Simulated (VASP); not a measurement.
WS2 (Tungstenite):

```xyz
6
Lattice="3.1800 0.0000 0.0000 -1.5900 2.7540 0.0000 0.0000 0.0000 12.5000" Properties=species:S:1:pos:R:3 pbc="T T T"
W     1.5900    0.9180    9.3750
W     0.0000    1.8360    3.1250
S     1.5900    0.9180    4.6875
S     0.0000    1.8360   10.9375
S     1.5900    0.9180    1.5625
S     0.0000    1.8360    7.8125
```

| Quantity | Value |
| --- | --- |
| Program | VASP 6.6.1 |
| Task | relaxation of cell and atoms |
| Functional | revPBE |
| Dispersion | D3(BJ) |
| Potentials or basis | VASP PAW PBE potentials, release 64 (W_sv, S) |
| Cutoff | 600 eV |
| k mesh | 10 × 10 × 3 |
| Occupations | fermi-dirac, width 0.05 eV |
| Spin | no spin polarisation |

At the start: pressure -3.3 GPa; volume 18.24 Å³/atom.

Task: Where does the relaxation end?

Result: Over 13 steps the energy falls by 24.3 meV/atom and the volume is 16.68 Å³/atom (-8.6 %); space group P6_3/mmc (No. 194, to 0.05 Å).

The path:
```
step  energy change (eV)  largest force (eV/Å)  pressure (GPa)  volume (Å³)
   1              0.0000                0.1988           -3.31       109.47
   2             -0.0026                0.9030            4.84       103.61
   3             -0.0361                0.5478            0.62       106.43
   4             -0.0664                0.1102           -0.29       105.04
   5             -0.0665                0.0807           -0.36       104.94
   6             -0.1005                0.0737           -0.23       103.51
   7             -0.1446                0.0435            0.54       100.01
   8             -0.1448                0.0358            0.65        99.65
   9             -0.1449                0.0383            0.62        99.76
  10             -0.1389                0.2170           -1.88       100.91
  11             -0.1455                0.0247            0.00       100.04
  12             -0.1456                0.0128            0.02       100.11
  13             -0.1457                0.0025           -0.02       100.08
```

Final structure:
```
W S
1.0
     3.13456    0.00000    0.00000
    -1.56728    2.71461    0.00000
     0.00000    0.00000   11.76131
W S
2 4
Direct
  0.66667 0.33333 0.75000
  0.33333 0.66667 0.25000
  0.66667 0.33333 0.38416
  0.33333 0.66667 0.88416
  0.66667 0.33333 0.11584
  0.33333 0.66667 0.61584
```

Caveat: the PAW data sets were made with another functional, which shifts forces and pressure a little.
